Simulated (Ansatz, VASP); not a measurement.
**EuH4: VASP beside Ansatz**

```
Eu H
1.0
    -2.22742    2.22742    2.06927
     2.22742   -2.22742    2.06927
     2.22742    2.22742   -2.06927
Eu H
1 4
Direct
  0.00000 0.00000 0.00000
  0.50000 0.26219 0.76219
  0.26219 0.50000 0.76219
  0.50000 0.73781 0.23781
  0.73781 0.50000 0.23781
```

Change from the starting cell: species swapped into the HoAu4 type (I4/m, No. 87).

Alike in both runs: functional PBE; k mesh 12 × 12 × 12; occupations gaussian, width 0.1 eV; collinear spin.

Ansatz relaxed the structure, and its values are those at the end. VASP's run is a single point on that final structure, the one shown.

```csv
,VASP,Ansatz
version,VASP 6.6.1,Ansatz 0.2.0
potentials or method,"VASP PAW PBE potentials, release 64 (Eu, H), cutoff 520 eV","scalar-relativistic, plane waves, PAW"
valence electrons in the cell,21,21
```

VASP gave:

* gap on the k mesh at the Fermi level (eV): none
* pressure (GPa): -0.2
* net moment per atom (μB): 1.32
* size of the moment on the site where the two differ most (μB): 6.38

**Question.** Estimate Ansatz's values.

**Answer.** gap on the k mesh at the Fermi level (eV): none; pressure (GPa): 0.0; net moment per atom (μB): 1.33; size of the moment on the site where the two differ most (μB): 6.33.

Site moments also hang on the region over which each program counts them. A gap of «none» marks a metal or a gap that the smearing closes. With one functional, cell and mesh, what is left measures potentials, basis and numerics.

Spin-orbit coupling is off throughout.
